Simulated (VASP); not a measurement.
**KMgF3: single point with PBEsol**

Crystal: KMgF3.

```xyz
5
Lattice="3.8500 0.0000 0.0000 0.0000 3.8500 0.0000 0.0000 0.0000 3.8500" Properties=species:S:1:pos:R:3 pbc="T T T"
K     1.9250    1.9250    1.9250
Mg    0.0000    0.0000    0.0000
F     0.0000    0.0000    1.9250
F     0.0000    1.9250    0.0000
F     1.9250    0.0000    0.0000
```

```yaml
Program: VASP 6.6.1
Task: single point
Functional: PBEsol
Potentials_or_basis: VASP PAW PBE potentials, release 64 (K_sv, Mg, F)
Cutoff: 520 eV
k_mesh: 7 × 7 × 7
Occupations: fermi-dirac, width 0.05 eV
Spin: no spin polarisation
Dipole_correction: no
Further_INCAR_settings: ALGO = Normal; EDIFF = 1e-07; NBANDS = 24
```

```json
{
 "Pressure": "9.7 GPa",
 "Band gap on the k mesh": "7.98 eV (least direct gap 8.26 eV)"
}
```

Levels at points of the mesh, in eV from the valence-band top:
| k point | band 12 | band 13 | band 14 | band 15 | band 16 | band 17 | band 18 | band 19 | band 20 | band 21 |
| --- | --- | --- | --- | --- | --- | --- | --- | --- | --- | --- |
| (0.00, 0.00, 0.00) | -0.70 | -0.70 | -0.28 | -0.28 | -0.28 | 7.98 | 10.09 | 10.09 | 12.41 | 12.41 |

Wall time 49 s on 1 thread of Intel Xeon 8259CL, with other jobs on the host, peak memory 0.18 GiB.

Caveat: the cell stands under pressure; the PAW data sets were made with another functional, which shifts forces and pressure a little; an odd mesh through Γ misses points on the zone boundary, where band edges can lie.
